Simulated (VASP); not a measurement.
**PbSe: single point with PBE**

Crystal: PbSe.

```
CELL_PARAMETERS angstrom
0.00000 3.06215 3.06215
3.06215 0.00000 3.06215
3.06215 3.06215 0.00000
ATOMIC_POSITIONS crystal
Pb 0.00000 0.00000 0.00000
Se 0.50000 0.50000 0.50000
```

```yaml
Program: VASP 6.6.1
Task: single point
Functional: PBE
Potentials_or_basis: VASP PAW PBE potentials, release 64 (Pb_d, Se)
Cutoff: 520 eV
k_mesh: 9 × 9 × 9
Occupations: gaussian, width 0.2 eV
Spin: no spin polarisation
Dipole_correction: no
Further_INCAR_settings: ALGO = Normal; EDIFF = 1e-06; NBANDS = 17
```

```yaml
Pressure: 2.3 GPa
```

Levels at points of the mesh, in eV from the Fermi level:
```csv
k point,band 6,band 7,band 8,band 9,band 10,band 11,band 12,band 13,band 14,band 15
"(0.00, 0.00, 0.00)",-13.75,-6.48,-2.04,-2.04,-2.04,4.54,4.54,4.54,6.35,6.35
```

It took 10 s on 1 thread of Intel(R) Xeon(R) 6975P-C (Granite Rapids) (shared host), peak memory 0.19 GiB.

Caveat: this odd mesh misses L, where the gap lies, so gap, dielectric constants and Born charges aren't listed; spin-orbit coupling is left out, which moves the levels of the heavy elements.
